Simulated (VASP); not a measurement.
# FeS2 (Pa-3) in VASP: vibrations by perturbation theory with PBEsol

Aim: the vibrations by perturbation theory of FeS2 with PBEsol.

Everything below comes from runs of VASP 6.6.1. Logs are shortened: lines on timing, memory, paths and dates and some standing lists are left out, and cuts for length are marked.

## 1. The cell of the first run

Symmetry: Pa-3, No. 205, cubic system. The conventional cell has a = 5.324 Å, b = 5.324 Å, c = 5.324 Å, α = 90.00°, β = 90.00°, γ = 90.00°. Fe (site symmetry -3) has 6 S at 2.22 Å within 2.9 Å. Within 2.9 Å of S (site symmetry 3) lie 1 S at 2.18 Å and 3 Fe at 2.22 Å.

## 2. Vibrations by perturbation theory, PBEsol

The input, INCAR:

```
SYSTEM = FeS2
PREC = Accurate
ENCUT = 600
EDIFF = 1E-8
ISMEAR = 0
SIGMA = 0.01
LREAL = .False.
LASPH = .True.
NELM = 120
ALGO = Normal
ISIF = 2
LWAVE = .False.
LCHARG = .False.
GGA = PS
IBRION = 8
NSW = 1
LEPSILON = .True.
GGA_COMPAT = .False.
KPAR = 4
```

The input, KPOINTS:

```
regular mesh
0
Gamma
  4 4 4
  0 0 0
```

The input, POSCAR:

```
FeS2
1.0
    5.3238477267      0.0000000000      0.0000000000
    0.0000000000      5.3238477267      0.0000000000
    0.0000000000      0.0000000000      5.3238477267
Fe S
4 8
Direct
    0.0000000000      0.5000000000      0.5000000000
    0.5000000000      0.5000000000      0.0000000000
    0.5000000000      0.0000000000      0.5000000000
    0.0000000000      0.0000000000      0.0000000000
    0.3816789349      0.1183210651      0.8816789349
    0.1183210651      0.8816789349      0.3816789349
    0.8816789349      0.3816789349      0.1183210651
    0.6183210651      0.6183210651      0.6183210651
    0.3816789349      0.3816789349      0.3816789349
    0.1183210651      0.6183210651      0.8816789349
    0.8816789349      0.1183210651      0.6183210651
    0.6183210651      0.8816789349      0.1183210651
```

Potentials or basis: VASP PAW PBE potentials, release 64 (Fe, S).

Command:

```
$ cat potpaw_PBE.64/Fe/POTCAR potpaw_PBE.64/S/POTCAR > POTCAR
$ mpirun -np 4 vasp_std > vasp.out
```

OUTCAR:

```text
SYSTEM = FeS2
   PREC = Accurate
   ENCUT = 600
   EDIFF = 1E-8
   ISMEAR = 0
   LREAL = .False.
   LASPH = .True.
   NELM = 120
   ISIF = 2
   GGA = PS
   IBRION = 8
   NSW = 1
   LEPSILON = .True.

 ion  position               nearest neighbor table
   1  0.000  0.500  0.500-   6 2.22   7 2.22   8 2.22   9 2.22  10 2.22  11 2.22
   2  0.500  0.500  0.000-   5 2.22   7 2.22   8 2.22   9 2.22  10 2.22  12 2.22
   3  0.500  0.000  0.500-   5 2.22   6 2.22   8 2.22   9 2.22  11 2.22  12 2.22
   4  0.000  0.000  0.000-   5 2.22   6 2.22   7 2.22  10 2.22  11 2.22  12 2.22
   5  0.382  0.118  0.882-  12 2.18   3 2.22   4 2.22   2 2.22
   6  0.118  0.882  0.382-  11 2.18   3 2.22   4 2.22   1 2.22
   7  0.882  0.382  0.118-  10 2.18   2 2.22   4 2.22   1 2.22
   8  0.618  0.618  0.618-   9 2.18   2 2.22   3 2.22   1 2.22
   9  0.382  0.382  0.382-   8 2.18   2 2.22   3 2.22   1 2.22
  10  0.118  0.618  0.882-   7 2.18   2 2.22   4 2.22   1 2.22
  11  0.882  0.118  0.618-   6 2.18   3 2.22   4 2.22   1 2.22
  12  0.618  0.882  0.118-   5 2.18   3 2.22   4 2.22   2 2.22

  LATTYP: Found a simple cubic cell.
 ALAT       =     5.3238477267

  Lattice vectors:

 A1 = (   5.3238477267,   0.0000000000,   0.0000000000)
 A2 = (   0.0000000000,   5.3238477267,   0.0000000000)
 A3 = (   0.0000000000,   0.0000000000,   5.3238477267)

[... 940 lines left out ...]
  4Z    -0.055373    1.595132    0.875219    0.419264   -0.057356   -1.028017   -1.593354   -0.421545    0.922461   -0.842169   -0.843886  -18.912534    0.254484    0.247045    2.523834    0.632388   -0.372650    4.187175    0.210657    0.000157    2.616306   -0.061713   -0.010725   -0.255879   -0.061713   -0.010725   -0.255879    0.210657    0.000157    2.616306    0.632388   -0.372650    4.187175    0.254484    0.247045    2.523834
  5X    -0.243866    0.009242   -0.062326    2.521335    0.372219   -0.207261    2.606873    0.243915   -0.640679    4.191331    0.000735    0.256418  -15.506233   -0.097092    0.101170   -0.112829    0.367297   -0.097236    1.345461   -0.097481    0.056861    0.301032    0.064420   -0.361182   -0.609936   -0.161171    0.154793    0.153988    0.204651   -0.152769    2.564220   -0.160587    0.203392    2.788623   -0.746149    0.748818
  5Y     0.062326   -0.243866    0.009242   -0.256418    4.191331    0.000735    0.207261    2.521335    0.372219    0.640679    2.606873    0.243915   -0.101170  -15.506233   -0.097092    0.361182    0.301032    0.064420    0.097236   -0.112829    0.367297   -0.056861    1.345461   -0.097481    0.152769    0.153988    0.204651   -0.203392    2.564220   -0.160587   -0.154793   -0.609936   -0.161171   -0.748818    2.788623   -0.746149
  5Z    -0.009242    0.062326   -0.243866   -0.243915    0.640679    2.606873   -0.000735   -0.256418    4.191331   -0.372219    0.207261    2.521335    0.097092   -0.101170  -15.506233    0.097481   -0.056861    1.345461   -0.064420    0.361182    0.301032   -0.367297    0.097236   -0.112829    0.160587   -0.203392    2.564220    0.161171   -0.154793   -0.609936   -0.204651    0.152769    0.153988    0.746149   -0.748818    2.788623
  6X     2.521335    0.372219    0.207261   -0.243866    0.009242    0.062326    4.191331    0.000735   -0.256418    2.606873    0.243915    0.640679   -0.112829    0.367297    0.097236  -15.506233   -0.097092   -0.101170    0.301032    0.064420    0.361182    1.345461   -0.097481   -0.056861    0.153988    0.204651    0.152769   -0.609936   -0.161171   -0.154793    2.788623   -0.746149   -0.748818    2.564220   -0.160587   -0.203392
  6Y    -0.256418    4.191331   -0.000735    0.062326   -0.243866   -0.009242    0.640679    2.606873   -0.243915    0.207261    2.521335   -0.372219    0.361182    0.301032   -0.064420   -0.101170  -15.506233    0.097092   -0.056861    1.345461    0.097481    0.097236   -0.112829   -0.367297   -0.203392    2.564220    0.160587    0.152769    0.153988   -0.204651   -0.748818    2.788623    0.746149   -0.154793   -0.609936    0.161171
[... 5 lines left out ...]
  8Y    -0.640679    2.606873   -0.243915   -0.207261    2.521335   -0.372219    0.256418    4.191331   -0.000735   -0.062326   -0.243866   -0.009242    0.056861    1.345461    0.097481   -0.097236   -0.112829   -0.367297   -0.361182    0.301032   -0.064420    0.101170  -15.506233    0.097092    0.748818    2.788623    0.746149    0.154793   -0.609936    0.161171    0.203392    2.564220    0.160587   -0.152769    0.153988   -0.204651
  8Z    -0.372219   -0.207261    2.521335   -0.000735    0.256418    4.191331   -0.243915   -0.640679    2.606873   -0.009242   -0.062326   -0.243866   -0.367297   -0.097236   -0.112829   -0.064420   -0.361182    0.301032    0.097481    0.056861    1.345461    0.097092    0.101170  -15.506233    0.746149    0.748818    2.788623   -0.204651   -0.152769    0.153988    0.161171    0.154793   -0.609936    0.160587    0.203392    2.564220
  9X     4.191331   -0.000735    0.256418    2.606873   -0.243915   -0.640679    2.521335   -0.372219   -0.207261   -0.243866   -0.009242   -0.062326   -0.609936    0.161171    0.154793    0.153988   -0.204651   -0.152769    2.564220    0.160587    0.203392    2.788623    0.746149    0.748818  -15.506233    0.097092    0.101170   -0.112829   -0.367297   -0.097236    1.345461    0.097481    0.056861    0.301032   -0.064420   -0.361182
  9Y    -0.640679    2.606873   -0.243915   -0.207261    2.521335   -0.372219    0.256418    4.191331   -0.000735   -0.062326   -0.243866   -0.009242   -0.152769    0.153988   -0.204651    0.203392    2.564220    0.160587    0.154793   -0.609936    0.161171    0.748818    2.788623    0.746149    0.101170  -15.506233    0.097092   -0.361182    0.301032   -0.064420   -0.097236   -0.112829   -0.367297    0.056861    1.345461    0.097481
  9Z    -0.372219   -0.207261    2.521335   -0.000735    0.256418    4.191331   -0.243915   -0.640679    2.606873   -0.009242   -0.062326   -0.243866    0.160587    0.203392    2.564220    0.161171    0.154793   -0.609936   -0.204651   -0.152769    0.153988    0.746149    0.748818    2.788623    0.097092    0.101170  -15.506233    0.097481    0.056861    1.345461   -0.064420   -0.361182    0.301032   -0.367297   -0.097236   -0.112829
 10X     2.606873   -0.243915    0.640679    4.191331   -0.000735   -0.256418   -0.243866   -0.009242    0.062326    2.521335   -0.372219    0.207261    0.153988   -0.204651    0.152769   -0.609936    0.161171   -0.154793    2.788623    0.746149   -0.748818    2.564220    0.160587   -0.203392   -0.112829   -0.367297    0.097236  -15.506233    0.097092   -0.101170    0.301032   -0.064420    0.361182    1.345461    0.097481   -0.056861
 10Y    -0.207261    2.521335    0.372219   -0.640679    2.606873    0.243915   -0.062326   -0.243866    0.009242    0.256418    4.191331    0.000735    0.203392    2.564220   -0.160587   -0.152769    0.153988    0.204651    0.748818    2.788623   -0.746149    0.154793   -0.609936   -0.161171   -0.361182    0.301032    0.064420    0.101170  -15.506233   -0.097092    0.056861    1.345461   -0.097481   -0.097236   -0.112829    0.367297
 10Z     0.000735   -0.256418    4.191331    0.372219    0.207261    2.521335    0.009242    0.062326   -0.243866    0.243915    0.640679    2.606873   -0.161171   -0.154793   -0.609936   -0.160587   -0.203392    2.564220   -0.746149   -0.748818    2.788623    0.204651    0.152769    0.153988   -0.097481   -0.056861    1.345461   -0.097092   -0.101170  -15.506233    0.367297    0.097236   -0.112829    0.064420    0.361182    0.301032
 11X     2.521335    0.372219    0.207261   -0.243866    0.009242    0.062326    4.191331    0.000735   -0.256418    2.606873    0.243915    0.640679    2.564220   -0.160587   -0.203392    2.788623   -0.746149   -0.748818   -0.609936   -0.161171   -0.154793    0.153988    0.204651    0.152769    1.345461   -0.097481   -0.056861    0.301032    0.064420    0.361182  -15.506233   -0.097092   -0.101170   -0.112829    0.367297    0.097236
 11Y    -0.256418    4.191331   -0.000735    0.062326   -0.243866   -0.009242    0.640679    2.606873   -0.243915    0.207261    2.521335   -0.372219   -0.154793   -0.609936    0.161171   -0.748818    2.788623    0.746149    0.152769    0.153988   -0.204651   -0.203392    2.564220    0.160587    0.097236   -0.112829   -0.367297   -0.056861    1.345461    0.097481   -0.101170  -15.506233    0.097092    0.361182    0.301032   -0.064420
 11Z     0.243915   -0.640679    2.606873    0.009242   -0.062326   -0.243866    0.372219   -0.207261    2.521335    0.000735    0.256418    4.191331    0.204651   -0.152769    0.153988   -0.746149    0.748818    2.788623   -0.160587    0.203392    2.564220   -0.161171    0.154793   -0.609936    0.064420   -0.361182    0.301032    0.367297   -0.097236   -0.112829   -0.097092    0.101170  -15.506233   -0.097481    0.056861    1.345461
 12X    -0.243866    0.009242   -0.062326    2.521335    0.372219   -0.207261    2.606873    0.243915   -0.640679    4.191331    0.000735    0.256418    2.788623   -0.746149    0.748818    2.564220   -0.160587    0.203392    0.153988    0.204651   -0.152769   -0.609936   -0.161171    0.154793    0.301032    0.064420   -0.361182    1.345461   -0.097481    0.056861   -0.112829    0.367297   -0.097236  -15.506233   -0.097092    0.101170
 12Y     0.062326   -0.243866    0.009242   -0.256418    4.191331    0.000735    0.207261    2.521335    0.372219    0.640679    2.606873    0.243915   -0.748818    2.788623   -0.746149   -0.154793   -0.609936   -0.161171   -0.203392    2.564220   -0.160587    0.152769    0.153988    0.204651   -0.056861    1.345461   -0.097481    0.097236   -0.112829    0.367297    0.361182    0.301032    0.064420   -0.101170  -15.506233   -0.097092
 12Z    -0.009242    0.062326   -0.243866   -0.243915    0.640679    2.606873   -0.000735   -0.256418    4.191331   -0.372219    0.207261    2.521335    0.746149   -0.748818    2.788623   -0.204651    0.152769    0.153988    0.161171   -0.154793   -0.609936    0.160587   -0.203392    2.564220   -0.367297    0.097236   -0.112829   -0.064420    0.361182    0.301032    0.097481   -0.056861    1.345461    0.097092   -0.101170  -15.506233

 Eigenvectors and eigenvalues of the dynamical matrix
   1 f  =   13.337497 THz    83.801965 2PiTHz  444.891012 cm-1    55.159431 meV
   2 f  =   13.337497 THz    83.801965 2PiTHz  444.891012 cm-1    55.159431 meV
   3 f  =   13.337497 THz    83.801965 2PiTHz  444.891012 cm-1    55.159431 meV
   4 f  =   12.471458 THz    78.360484 2PiTHz  416.003075 cm-1    51.577785 meV
   5 f  =   12.471458 THz    78.360484 2PiTHz  416.003075 cm-1    51.577785 meV
   6 f  =   12.471458 THz    78.360484 2PiTHz  416.003075 cm-1    51.577785 meV
[... 25 lines left out ...]
  32 f  =    6.693514 THz    42.056586 2PiTHz  223.271581 cm-1    27.682135 meV
  33 f  =    6.659554 THz    41.843214 2PiTHz  222.138822 cm-1    27.541691 meV
  34 f/i=    0.002205 THz     0.013857 2PiTHz    0.073566 cm-1     0.009121 meV
  35 f/i=    0.002205 THz     0.013857 2PiTHz    0.073566 cm-1     0.009121 meV
  36 f/i=    0.002205 THz     0.013857 2PiTHz    0.073566 cm-1     0.009121 meV

 MACROSCOPIC STATIC DIELECTRIC TENSOR IONIC CONTRIBUTION
 ------------------------------------------------------
           7.366874     0.000000    -0.000000
           0.000000     7.366874     0.000000
          -0.000000     0.000000     7.366874
 ------------------------------------------------------

 ELASTIC MODULI CONTR FROM IONIC RELAXATION (kBar)
 Direction    XX          YY          ZZ          XY          YZ          ZX
 --------------------------------------------------------------------------------
 XX         -50.2851     19.5787     19.5787      0.0000      0.0000     -0.0000
 YY          19.5787    -50.2851     19.5787     -0.0000     -0.0000     -0.0000
 ZZ          19.5787     19.5787    -50.2851      0.0000     -0.0000      0.0000
 XY           0.0000     -0.0000     -0.0000    -63.2284     -0.0000      0.0000
 YZ           0.0000     -0.0000     -0.0000     -0.0000    -63.2284     -0.0000
 ZX          -0.0000     -0.0000      0.0000     -0.0000     -0.0000    -63.2284
 --------------------------------------------------------------------------------

 PIEZOELECTRIC TENSOR IONIC CONTR  for field in x, y, z        (C/m^2)
          XX          YY          ZZ          XY          YZ          ZX
  --------------------------------------------------------------------------------
  x     0.00000    -0.00000     0.00000     0.00000     0.00000    -0.00000
  y    -0.00000    -0.00000     0.00000    -0.00000    -0.00000    -0.00000
  z     0.00000    -0.00000    -0.00000     0.00000    -0.00000     0.00000
```

Run time: 13 min. Hardware: 4 MPI ranks of AMD EPYC 9R45 (Zen 5), shared host; peak memory 0.88 GiB.

Results:

* Electronic dielectric tensor (diagonal): 20.70
* Born charges (mean of the diagonal): Fe -5.19; S +2.59 e
* Highest phonon frequency at Γ, LO-TO splitting left out: 445 cm⁻¹

Phonon frequencies in cm⁻¹ (negative: imaginary):
```
              q point                                                                                                                                frequencies
(0.000, 0.000, 0.000)  0 0 0 222 223 223 223 250 250 310 310 310 343 353 353 361 361 361 365 365 365 376 384 384 384 393 393 403 403 403 416 416 416 445 445 445
```

Electronic dielectric tensor:
```
20.70  0.00  0.00
 0.00 20.70  0.00
 0.00  0.00 20.70
```

Born effective charge tensors (e):
atom 1, Fe
```
-5.19  0.48 -0.02
 0.02 -5.19  0.48
-0.48  0.02 -5.19
```
atom 2, Fe
```
-5.19  0.48  0.02
 0.02 -5.19 -0.48
 0.48 -0.02 -5.19
```
atom 3, Fe
```
-5.19 -0.48  0.02
-0.02 -5.19  0.48
 0.48  0.02 -5.19
```
atom 4, Fe
```
-5.19 -0.48 -0.02
-0.02 -5.19 -0.48
-0.48 -0.02 -5.19
```
atom 5, S
```
 2.59 -0.11  0.00
 0.00  2.59 -0.11
 0.11  0.00  2.59
```
atom 6, S
```
 2.59 -0.11  0.00
 0.00  2.59  0.11
-0.11  0.00  2.59
```
atom 7, S
```
 2.59  0.11  0.00
 0.00  2.59 -0.11
-0.11  0.00  2.59
```
atom 8, S
```
2.59 0.11 0.00
0.00 2.59 0.11
0.11 0.00 2.59
```
atom 9, S
```
2.59 0.11 0.00
0.00 2.59 0.11
0.11 0.00 2.59
```
atom 10, S
```
 2.59  0.11  0.00
 0.00  2.59 -0.11
-0.11  0.00  2.59
```
atom 11, S
```
 2.59 -0.11  0.00
 0.00  2.59  0.11
-0.11  0.00  2.59
```
atom 12, S
```
 2.59 -0.11  0.00
 0.00  2.59 -0.11
 0.11  0.00  2.59
```

Caveat: the run has no spin polarisation, though such a crystal can be magnetic.
